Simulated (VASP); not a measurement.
# NiO (Fm-3m) in VASP: a series of runs

The runs below take NiO through single point, with LDA+U.

Program: VASP 6.6.1. These are calculated values, not measurements. Logs are shortened: lines on timing, memory, paths and dates and some standing lists are left out, and cuts for length are marked.

### 1 The cell of the first run

The structure is cubic, space group Fm-3m (No. 225). The conventional cell has a = 4.183 Å, b = 4.183 Å, c = 4.183 Å, α = 90.00°, β = 90.00°, γ = 90.00°. Ni (site symmetry m-3m) has 6 O at 2.09 Å within 2.8 Å. O (site symmetry m-3m) has 6 Ni at 2.09 Å within 2.8 Å.

### 2 Single point, LDA+U, collinear spin, zero start

The input, INCAR:

```
PREC = Accurate ; ENCUT = 700
EDIFF = 1E-6 ; ISMEAR = 0
SIGMA = 0.05 ; LREAL = F
LASPH = T ; NELM = 200
ALGO = Normal ; ISIF = 2
LWAVE = F ; LCHARG = F
ISPIN = 2 ; MAGMOM = 0 0
LORBIT = 11 ; NUPDOWN = 0.0
LMAXMIX = 4 ; LDAU = T
LDAUTYPE = 1 ; LDAUL = 2 -1
LDAUU = 6 0 ; LDAUJ = 0.9 0
LDAUPRINT = 1 ; GGA = CA
NBANDS = 23 ; GGA_COMPAT = F
```

The input, KPOINTS:

```
regular mesh
0
Gamma
  8 8 8
```

The input, POSCAR:

```
NiO
1.0
    0.0000000000      2.0913095100      2.0913095100
    2.0913095100      0.0000000000      2.0913095100
    2.0913095100      2.0913095100      0.0000000000
Ni O
1 1
Direct
    0.0000000000      0.0000000000      0.0000000000
    0.5000000000      0.5000000000      0.5000000000
```

Potentials or basis: VASP PAW LDA potentials, release 64 (Ni_sv_GW, O).

Run with:

```bash
cat potpaw_LDA.64/Ni_sv_GW/POTCAR potpaw_LDA.64/O/POTCAR > POTCAR
mpirun -np 1 vasp_std > vasp.out
```

OUTCAR:

```text
PREC = Accurate
   ENCUT = 700
   EDIFF = 1E-6
   ISMEAR = 0
   LREAL = F
   LASPH = T
   NELM = 200
   ISIF = 2
   ISPIN = 2
   LORBIT = 11
   NUPDOWN = 0.0
   GGA = CA

 ion  position               nearest neighbor table
   1  0.000  0.000  0.000-   2 2.09   2 2.09   2 2.09   2 2.09   2 2.09   2 2.09
   2  0.500  0.500  0.500-   1 2.09   1 2.09   1 2.09   1 2.09   1 2.09   1 2.09

  LATTYP: Found a face centered cubic cell.
 ALAT       =     4.1826190200

  Lattice vectors:

 A1 = (   0.0000000000,   2.0913095100,   2.0913095100)
 A2 = (   2.0913095100,   0.0000000000,   2.0913095100)
 A3 = (   2.0913095100,   2.0913095100,   0.0000000000)

Analysis of symmetry for initial positions (statically):
=====================================================================
 Subroutine PRICEL returns:
 Original cell was already a primitive cell.

 Routine SETGRP: Setting up the symmetry group for a
 face centered cubic supercell.

 Subroutine GETGRP returns: Found 48 space group operations
 (whereof 48 operations were pure point group operations)
 out of a pool of 48 trial point group operations.

The static configuration has the point symmetry O_h .

Analysis of symmetry for dynamics (positions and initial velocities):
=====================================================================
 Subroutine PRICEL returns:
 Original cell was already a primitive cell.

 Routine SETGRP: Setting up the symmetry group for a
 face centered cubic supercell.

 Subroutine GETGRP returns: Found 48 space group operations
 (whereof 48 operations were pure point group operations)
 out of a pool of 48 trial point group operations.

The dynamic configuration has the point symmetry O_h .

Analysis of structural, dynamic, and magnetic symmetry:
=====================================================================
 Subroutine PRICEL returns:
 Original cell was already a primitive cell.

 Routine SETGRP: Setting up the symmetry group for a
 face centered cubic supercell.

 Subroutine GETGRP returns: Found 48 space group operations
 (whereof 48 operations were pure point group operations)
 out of a pool of 48 trial point group operations.

The overall configuration has the point symmetry O_h .

 Subroutine INISYM returns: Found 48 space group operations
 (whereof 48 operations are pure point group operations),
 and found     1 'primitive' translations

----------------------------------------------------------------------------------------

                                     Primitive cell

  volume of cell :      18.2930

  direct lattice vectors                    reciprocal lattice vectors
     0.000000000  2.091309510  2.091309510    -0.239084649  0.239084649  0.239084649
     2.091309510  0.000000000  2.091309510     0.239084649 -0.239084649  0.239084649
     2.091309510  2.091309510  0.000000000     0.239084649  0.239084649 -0.239084649

  length of vectors
     2.957558272  2.957558272  2.957558272     0.414106759  0.414106759  0.414106759

  position of ions in fractional coordinates (direct lattice)
     0.000000000  0.000000000  0.000000000
     0.500000000  0.500000000  0.500000000

  ion indices of the primitive-cell ions
   primitive index   ion index
                 1           1
                 2           2

----------------------------------------------------------------------------------------

 KPOINTS: regular mesh

Automatic generation of k-mesh.
[... 68 lines left out ...]
   EDIFFG = 0.1E-04   stopping-criterion for IOM
   NSW    =      0    number of steps for IOM
   IBRION =     -1    ionic relax: 0-MD 1-quasi-New 2-CG
   NFREE  =      0    steps in history (QN), initial steepest desc. (CG)
   ISIF   =      2    stress and relaxation
   ISYM   =      2    0-nonsym 1-usesym 2-fastsym
   POTIM  = 0.5000    time-step for ionic-motion
   TEBEG  =    0.0;   TEEND  =   0.0 temperature during run
   PSTRESS=    0.0 pullay stress
   NELECT =      24.0000    total number of electrons
   NUPDOWN=       0.0000    fix difference up-down
   EMIN   =  10.00;   EMAX   =-10.00  energy-range for DOS
   EFERMI =   0.00;   METHOD = LEGACY
   ISMEAR =     0;   SIGMA  =   0.05  broadening in eV -4-tet -1-fermi 0-gaus
   EFERMI_NEDOS =   21; number of points for ismear=-14 and -15
   IALGO  =     38    algorithm
   IMIX   =      4    mixing-type and parameters
     AMIX     =   0.40;   BMIX     =  1.00
     AMIX_MAG =   1.60;   BMIX_MAG =  1.00
  volume/ion in A,a.u.               =       9.15        61.72
  Fermi-wavevector in a.u.,A,eV,Ry     =   1.792188  3.386745 43.701074  3.211938
  Thomas-Fermi vector in A             =   2.854603
   LORBIT       =     11    0 simple, 1 ext, 2 COOP (PROOUT), +10 PAW based schemes
 LDA+U is selected, type is set to LDAUTYPE =  1
   angular momentum for each species LDAUL =     2   -1
   U (eV)           for each species LDAUU =   6.0  0.0
   J (eV)           for each species LDAUJ =   0.9  0.0
   GGA     = CA    functional components
   LHFCALC =     F    Hartree Fock is set to
   AEXX    =    0.0000 exact exchange contribution
   IVDW    =     0    specifies the selected vdW correction
   LEPSILON=     F    determine dielectric tensor
   LRPA    =     F    only Hartree local field effects (RPA)
 spin polarized calculation
 Gauss-broadening in eV      SIGMA  =   0.05
  energy-cutoff  :      700.00
  volume of cell :       18.29
 maximum number of plane-waves:       783
 NGX is ok and might be reduce to    28
   NGX = 13   NGY = 13   NGZ = 13

 number of electron      24.0000000 magnetization      -0.0000000

atom =   1  type =  1  l = 2

 onsite density matrix

spin component  1

  0.9198 -0.0000 -0.0000  0.0000  0.0000
 -0.0000  0.9198 -0.0000  0.0000 -0.0000
 -0.0000 -0.0000  0.6057 -0.0000 -0.0000
  0.0000  0.0000 -0.0000  0.9198  0.0000
  0.0000 -0.0000 -0.0000  0.0000  0.6057

spin component  2

  0.9198 -0.0000 -0.0000  0.0000  0.0000
 -0.0000  0.9198 -0.0000  0.0000 -0.0000
 -0.0000 -0.0000  0.6057 -0.0000 -0.0000
  0.0000  0.0000 -0.0000  0.9198  0.0000
  0.0000 -0.0000 -0.0000  0.0000  0.6057

 occupancies and eigenvectors

  o =  0.6057  v =  0.0000  0.0000  0.0000  0.0000  0.0000  0.0000  0.0000 -0.8301  0.0000 -0.5576      0.0000  0.0000  0.0000  0.0000  0.0000  0.0000  0.0000  0.0000  0.0000  0.0000
  o =  0.6057  v =  0.0000  0.0000  0.0000  0.0000  0.0000  0.0000 -0.0000  0.5576  0.0000 -0.8301      0.0000  0.0000  0.0000  0.0000  0.0000  0.0000  0.0000  0.0000  0.0000  0.0000
  o =  0.6057  v =  0.0000  0.0000 -0.8971 -0.0000  0.4419  0.0000  0.0000  0.0000  0.0000  0.0000      0.0000  0.0000  0.0000  0.0000  0.0000  0.0000  0.0000  0.0000  0.0000  0.0000
  o =  0.6057  v =  0.0000 -0.0000  0.4419  0.0000  0.8971  0.0000  0.0000  0.0000  0.0000  0.0000      0.0000  0.0000  0.0000  0.0000  0.0000  0.0000  0.0000  0.0000  0.0000  0.0000
  o =  0.9198  v =  0.0000  0.0000  0.0000  0.0000  0.0000  0.0000  0.9993  0.0000 -0.0372 -0.0000      0.0000  0.0000  0.0000  0.0000  0.0000  0.0000  0.0000  0.0000  0.0000  0.0000
  o =  0.9198  v =  0.0000  0.0000  0.0000  0.0000  0.0000  1.0000  0.0000  0.0000  0.0000  0.0000      0.0000  0.0000  0.0000  0.0000  0.0000  0.0000  0.0000  0.0000  0.0000  0.0000
  o =  0.9198  v =  0.0000  0.0000  0.0000  0.0000  0.0000  0.0000  0.0372  0.0000  0.9993  0.0000      0.0000  0.0000  0.0000  0.0000  0.0000  0.0000  0.0000  0.0000  0.0000  0.0000
  o =  0.9198  v =  0.0000 -0.9999 -0.0000  0.0169  0.0000  0.0000  0.0000  0.0000  0.0000  0.0000      0.0000  0.0000  0.0000  0.0000  0.0000  0.0000  0.0000  0.0000  0.0000  0.0000
  o =  0.9198  v =  1.0000  0.0000  0.0000  0.0000  0.0000  0.0000  0.0000  0.0000  0.0000  0.0000      0.0000  0.0000  0.0000  0.0000  0.0000  0.0000  0.0000  0.0000  0.0000  0.0000
  o =  0.9198  v =  0.0000  0.0169 -0.0000  0.9999 -0.0000  0.0000  0.0000  0.0000  0.0000  0.0000      0.0000  0.0000  0.0000  0.0000  0.0000  0.0000  0.0000  0.0000  0.0000  0.0000

 number of electron      24.0000000 magnetization       0.0000000

 Free energy of the ion-electron system (eV)
  ---------------------------------------------------
  ext. energy  EPLUGINS =         0.00000000
  ---------------------------------------------------
  free energy    TOTEN  =       -10.47001806 eV

  energy without entropy =      -10.46465504  energy(sigma->0) =      -10.46733655

 E-fermi :   6.4720     XC(G=0): -13.5314

 val. band max:        6.4710615900   @ k =  -0.3750   0.3750   0.0000
 cond. band min:       6.4996228304   @ k =   0.5000   0.2500   0.0000
 fundamental gap:      0.0285612404
 Fermi energy:         6.4719549717

 spin component 1

 k-point     1 :       0.0000    0.0000    0.0000
  band No.  band energies     occupation
      1     -94.8538      1.00000
      2     -55.8826      1.00000
      3     -55.8826      1.00000
      4     -55.8826      1.00000
      5     -13.6868      1.00000
      6       3.2258      1.00000
[... 1241 lines left out ...]
     22      36.7428      0.00000
     23      37.4687      0.00000

 [... further k-points ...]

------------------------ aborting loop because EDIFF is reached ----------------------------------------

  FORCE on cell =-STRESS in cart. coord.  units (eV):
  Direction    XX          YY          ZZ          XY          YZ          ZX
  --------------------------------------------------------------------------------------
  -------------------------------------------------------------------------------------
  Total       -2.5988958     -2.5988958     -2.5988958      0.0000000     -0.0000000      0.0000000
  in kB     -227.6221440   -227.6221440   -227.6221440      0.0000000     -0.0000000      0.0000000
  external PRESSURE =    -227.6221440 kB  Pullay stress =       0.0000000 kB

 VOLUME and BASIS-vectors are now :
 -----------------------------------------------------------------------------
  energy-cutoff  :      700.00
  volume of cell :       18.29
      direct lattice vectors                 reciprocal lattice vectors
     0.000000000  2.091309510  2.091309510    -0.239084649  0.239084649  0.239084649
     2.091309510  0.000000000  2.091309510     0.239084649 -0.239084649  0.239084649
     2.091309510  2.091309510  0.000000000     0.239084649  0.239084649 -0.239084649

 POSITION                                       TOTAL-FORCE (eV/Angst)
 -----------------------------------------------------------------------------------
      0.00000      0.00000      0.00000        -0.000000     -0.000000     -0.000000
      2.09131      2.09131      2.09131         0.000000      0.000000      0.000000
 -----------------------------------------------------------------------------------
    total drift:                                0.000000      0.000000      0.000000

  FREE ENERGIE OF THE ION-ELECTRON SYSTEM (eV)
  ---------------------------------------------------
  free  energy   TOTEN  =       -10.4700180621 eV

  energy  without entropy=      -10.4646550445  energy(sigma->0) =      -10.46733655

 total charge

# of ion       s       p       d       f       tot
--------------------------------------------------
    1        2.145   6.198   7.911   0.009  16.263
    2        1.560   3.337   0.000   0.000   4.897
--------------------------------------------------
tot          3.706   9.535   7.911   0.009  21.161

 magnetization (x)

# of ion       s       p       d       f       tot
--------------------------------------------------
    1        0.000  -0.000   0.000   0.000  -0.000
    2       -0.000  -0.000   0.000   0.000  -0.000
--------------------------------------------------
tot         -0.000  -0.000   0.000   0.000  -0.000
```

Run time: 24 s. Hardware: 1 thread of AMD EPYC 9R45 (Zen 5), shared host; peak memory 0.15 GiB.

What came out:

```yaml
Free_energy: -10.4700 eV
Pressure: -22.8 GPa
Net_moment: 0.00 μB per cell
Valence_electrons_inside_the_program's_atomic_spheres: Ni 16.26; O 4.90
```

Eigenvalues of the final occupation matrices:
| site | spin | trace | eigenvalues |
| --- | --- | --- | --- |
| site 1 d | 1 | 3.97 | 0.61 0.61 0.92 0.92 0.92 |
| site 1 d | 2 | 3.97 | 0.61 0.61 0.92 0.92 0.92 |

Caveat: the cell stands under tension; the total moment is fixed, so each spin has its own Fermi level.

### 3 Single point, LDA+U, collinear spin, ferromagnetic start

The input, INCAR:

```
PREC = Accurate ; ENCUT = 700
EDIFF = 1E-6 ; ISMEAR = 0
SIGMA = 0.05 ; LREAL = False
LASPH = True ; NELM = 200
ALGO = Normal ; ISIF = 2
LWAVE = False ; LCHARG = False
ISPIN = 2 ; MAGMOM = 1.69 0.24
LORBIT = 11 ; LMAXMIX = 4
LDAU = True ; LDAUTYPE = 1
LDAUL = 2 -1 ; LDAUU = 6 0
LDAUJ = 0.9 0 ; LDAUPRINT = 1
GGA = CA ; NBANDS = 23
GGA_COMPAT = False
```

KPOINTS is that of step 2.

POSCAR is that of step 2.

Potentials or basis: VASP PAW LDA potentials, release 64 (Ni_sv_GW, O).

Run with:

```bash
cat potpaw_LDA.64/Ni_sv_GW/POTCAR potpaw_LDA.64/O/POTCAR > POTCAR
mpirun -np 1 vasp_std > vasp.out
```

It took 49 s on 1 thread of Intel Xeon Platinum 8488C (Sapphire Rapids), shared host; peak memory 0.18 GiB.

It converged, with:

```
Free energy                                           : -12.2345 eV
Pressure                                              : -9.0 GPa
Band gap on the k mesh                                : 1.80 eV (least direct gap 2.76 eV)
Net moment                                            : 2.00 μB per cell
Site moments                                          : Ni +1.74; O +0.21 μB
Valence electrons inside the program's atomic spheres : Ni 16.13; O 5.00
```

Levels at points of the mesh, in eV from the valence-band top:
Spin up:
```tsv
k point	band 11	band 12	band 13	band 14	band 15	band 16
(0.00, 0.00, 0.00)	-1.92	-1.92	-1.92	2.21	18.17	18.79
(0.50, 0.00, 0.00)	-2.50	0.00	0.00	6.09	10.57	14.29
(0.50, 0.50, 0.00)	-3.31	-3.15	-3.15	6.43	11.23	12.09
```
Spin down:
```
           k point  band 7  band 8  band 9  band 10  band 11  band 12  band 13  band 14  band 15  band 16
(0.00, 0.00, 0.00)   -3.33   -3.33   -1.53    -1.53    -1.53     1.80     1.80     2.57    18.21    19.02
(0.50, 0.00, 0.00)   -3.96   -3.96   -2.00    -2.00    -1.78     4.35     4.35     6.32    11.05    14.64
(0.50, 0.50, 0.00)   -4.13   -2.94   -2.94    -2.37    -2.37     2.29     2.83     6.94    11.57    12.36
```

Eigenvalues of the final occupation matrices:
| site | spin | trace | eigenvalues |
| --- | --- | --- | --- |
| site 1 d | 1 | 4.74 | 0.93 0.93 0.93 0.97 0.97 |
| site 1 d | 2 | 3.01 | 0.12 0.12 0.93 0.93 0.93 |

Caveat: the cell stands under tension; a cell with one magnetic atom can't hold antiferromagnetic order, which such compounds often take. The state reached can hang on the start; a lower one may exist.
